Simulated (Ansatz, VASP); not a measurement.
# Two plane-wave programs on Ca3SbP

```
CELL_PARAMETERS angstrom
5.12033 0.00000 0.00000
0.00000 5.12033 0.00000
0.00000 0.00000 5.12033
ATOMIC_POSITIONS crystal
Ca 0.99426 0.50000 0.50000
Ca 0.47715 0.00000 0.50000
Ca 0.47715 0.50000 0.00000
Sb 0.01755 0.00000 0.00000
P 0.49756 0.50000 0.50000
```

Change from the starting cell: mode 1 frozen in at -0.120 Å, equal normal strain along x, y and z -0.0250.

Alike in both runs: task single point; functional LDA; k mesh 6 × 6 × 6; occupations gaussian, width 0.05 eV; no spin polarisation.

|  | VASP | Ansatz |
| --- | --- | --- |
| version | VASP 6.6.1 | Ansatz 0.2.0 |
| potentials or method | VASP PAW LDA potentials, release 64 (Ca_sv, Sb, P), cutoff 520 eV | scalar-relativistic, plane waves, PAW |
| valence electrons in the cell | 40 | 50 |

|  | VASP | Ansatz | Ansatz less VASP |
| --- | --- | --- | --- |
| gap on the k mesh at the Fermi level (eV) | 0.47 | 0.49 | +0.014 |
| least direct gap on the mesh (eV) | 0.47 | 0.49 | +0.014 |
| pressure (GPa) | 4.3 | 4.1 | -0.23 |
| traceless stress, the component that is largest in VASP (GPa) | 0.27 | 0.27 | 0.000 |
| rms of the force components (eV/Å) | 0.024 | 0.022 | -0.0021 |

LDA's correlation is that of Perdew and Zunger in VASP and of Perdew and Wang (1992) in Ansatz. Atom by atom the forces differ by 0.002 eV/Å (rms over components). VASP's potentials hold 40 valence electrons a cell and Ansatz's 50, so a difference there can come from the potentials and not from the codes.

Neither program's run includes spin-orbit coupling.
